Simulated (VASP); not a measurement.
A run of VASP 6.6.1:

Contents of INCAR:

```
ALGO = Normal
EDIFF = 1E-8
ENCUT = 520
ISIF = 2
ISMEAR = -1
LASPH = True
LCHARG = False
LEFG = True
LREAL = False
LWAVE = False
NBANDS = 28
NELM = 100
PREC = Accurate
SIGMA = 0.08
```

Contents of KPOINTS:

```
k-points
0
Gamma
  9 9 9
```

File POSCAR:

```
AgPt3
1.0
    3.8472908360      0.0000000000      0.0000000000
    0.0000000000      3.8472908360      0.0000000000
    0.0000000000      0.0000000000      3.8472908360
Ag Pt
1 3
Direct
    0.0000000000      0.0000000000      0.0000000000
    0.0000000000      0.5000000000      0.5000000000
    0.5000000000      0.0000000000      0.5000000000
    0.5000000000      0.5000000000      0.0000000000
```

Potentials or basis: VASP PAW LDA potentials, release 64 (Ag, Pt).

Command:

```console
$ cat potpaw_LDA.64/Ag/POTCAR potpaw_LDA.64/Pt/POTCAR > POTCAR
$ mpirun -np 1 vasp_std > vasp.out
```

Hardware: 1 thread of Intel(R) Xeon(R) Platinum 8124M CPU @ 3.00GHz (Skylake/Cascade Lake), on a shared host.

Problem. How long does it take, and how much memory?

Solution. Wall time 42 s on 1 thread of Intel(R) Xeon(R) Platinum 8124M CPU @ 3.00GHz (Skylake/Cascade Lake) (shared host), peak memory 0.18 GiB. Counts: scf iterations 15, k points 35.
